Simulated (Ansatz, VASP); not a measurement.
This is a calculation of Sn for VASP 6.6.1.

INCAR

```
SYSTEM = Sn
PREC = Accurate
ENCUT = 520
EDIFF = 1E-6
ISMEAR = 1
SIGMA = 0.1
LREAL = .False.
LASPH = .True.
NELM = 150
ALGO = Normal
ISIF = 2
LWAVE = .False.
LCHARG = .False.
MAGMOM = 0.031 -0.001 -0.084 0.001 0.106 -0.057
LORBIT = 11
LSORBIT = .True.
GGA_COMPAT = .False.
LORBMOM = .True.
GGA = CA
NBANDS = 40
```

File KPOINTS:

```
Automatic mesh
0
Gamma
  5 5 5
  0 0 0
```

Contents of POSCAR:

```
Sn
1.0
    0.0000000000      3.2116418589      3.2116418589
    3.2116418589      0.0000000000      3.2116418589
    3.2116418589      3.2116418589      0.0000000000
Sn
2
Direct
    0.7439350000      0.7444740000      0.7521720000
    0.5057080000      0.4909210000      0.4975020000
```

Potentials or basis: VASP PAW LDA potentials, release 64 (Sn_d).

Launch:

```bash
$ cat potpaw_LDA.64/Sn_d/POTCAR > POTCAR
$ mpirun -np 1 vasp_ncl > vasp.out
```

Q: Translate it to Ansatz 0.2.0. Potentials there: Ansatz PAW.

A: As run (the cutoff follows the program's own potentials):

Contents of input.yaml:

```yaml
crystal:
  lattice:
    - [0.0, 3.2116418589, 3.2116418589]
    - [3.2116418589, 0.0, 3.2116418589]
    - [3.2116418589, 3.2116418589, 0.0]
  atoms:
    - { symbol: Sn, position: [0.743935, 0.744474, 0.752172], spin: 0.09, spin_axis: [0.031, -0.001, -0.084] }
    - { symbol: Sn, position: [0.505708, 0.490921, 0.497502], spin: 0.12, spin_axis: [0.001, 0.106, -0.057] }
hamiltonian:
  xc: lda
  pseudopotentials: { kind: paw_fr }
magnetization:
  noncollinear: true
  spin_orbit: true
kpoints:
  mp_grid: { grid: [5, 5, 5] }
scf:
  occupations: { method: methfessel_paxton, width: 0.1 }
output:
  forces: true
  stress: true
  eigenvalues: true
```

Potentials or basis: Ansatz PAW.

Command:

```sh
$ ansatz run input.yaml --threads 1 --pin off --max-ram 3584MiB --backend cpu --events-out ev --progress --plain --runs-dir out
```

Both were run:

|  | VASP | Ansatz | Ansatz less VASP |
| --- | --- | --- | --- |
| pressure (GPa) | 1.3 | 1.2 | -0.07 |
| traceless stress, the component that is largest in VASP (GPa) | -0.70 | -0.68 | +0.013 |
| rms of the force components (eV/Å) | 0.181 | 0.181 | +0.0004 |
| net moment per atom (μB) | 0.00 | 0.00 | 0.000 |

LDA's correlation is that of Perdew and Zunger in VASP and of Perdew and Wang (1992) in Ansatz. Atom by atom the forces differ by 0.000 eV/Å (rms over components).
